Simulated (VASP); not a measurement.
# Sb3Se: relaxation of cell and atoms with PBE

Crystal: Sb3Se.

```
Sb Se
1.0
     4.75097    0.00000    0.00000
     0.00000    4.75097    0.00000
     0.00000    0.00000    4.75097
Sb Se
3 1
Direct
  0.00000 0.50000 0.50000
  0.50000 0.00000 0.50000
  0.50000 0.50000 0.00000
  0.00000 0.00000 0.00000
```

```
Program                : VASP 6.6.1
Task                   : relaxation of cell and atoms
Functional             : PBE
Potentials or basis    : VASP PAW PBE potentials, release 64 (Sb, Se)
Cutoff                 : 600 eV
k mesh                 : 10 × 10 × 10
Occupations            : gaussian, width 0.1 eV
Spin                   : no spin polarisation
Dipole correction      : no
Further INCAR settings : ALGO = Normal; EDIFF = 1e-07; IBRION = 2; EDIFFG = -0.01; NSW = 100; ISIF = 3
```

The relaxed volume is 25.69 Å³/atom and the relaxed cell is a = 4.684 Å, b = 4.684 Å, c = 4.684 Å, α = 90.00°, β = 90.00°, γ = 90.00°. The space group after relaxing (to 0.05 Å) is Pm-3m (No. 221) and the energy gained by relaxing is 8.5 meV/atom. The ionic steps are 3. The pressure after relaxing is 0.0 GPa.

The path:
```tsv
step	energy change (eV)	largest force (eV/Å)	pressure (GPa)	volume (Å³)
1	0.0000	0.0000	-2.34	107.24
2	-0.0299	0.0000	0.92	101.28
3	-0.0341	0.0000	0.01	102.76
```

Final structure:
```cif
data_structure
_symmetry_space_group_name_H-M 'P 1'
_symmetry_Int_Tables_number 1
_cell_length_a 4.6839
_cell_length_b 4.6839
_cell_length_c 4.6839
_cell_angle_alpha 90.000
_cell_angle_beta 90.000
_cell_angle_gamma 90.000
_cell_volume 102.76
loop_
_atom_site_label
_atom_site_type_symbol
_atom_site_fract_x
_atom_site_fract_y
_atom_site_fract_z
_atom_site_occupancy
Sb1 Sb 0.00000 0.50000 0.50000 1
Sb2 Sb 0.50000 0.00000 0.50000 1
Sb3 Sb 0.50000 0.50000 0.00000 1
Se1 Se 0.00000 0.00000 0.00000 1
```

Levels at points of the mesh, in eV from the Fermi level:
```
           k point  band 8  band 9  band 10  band 11  band 12  band 13  band 14
(0.00, 0.00, 0.00)   -0.76   -0.76    -0.76     0.75     0.75     0.75     3.52
(0.50, 0.00, 0.00)   -3.11   -2.28    -1.24     0.28     0.41     1.12     1.12
(0.50, 0.50, 0.00)   -2.68   -2.44    -1.38    -1.21    -1.21     2.06     2.06
(0.50, 0.50, 0.50)   -5.93    1.42     1.42     1.42     3.93     3.93     4.21
```

Run time: 3.2 min on 1 thread of AMD EPYC 7R43 64-Core Processor (Zen 3), on a shared host, peak memory 0.29 GiB.

Caveat: spin-orbit coupling is left out, which moves the levels of the heavy elements.
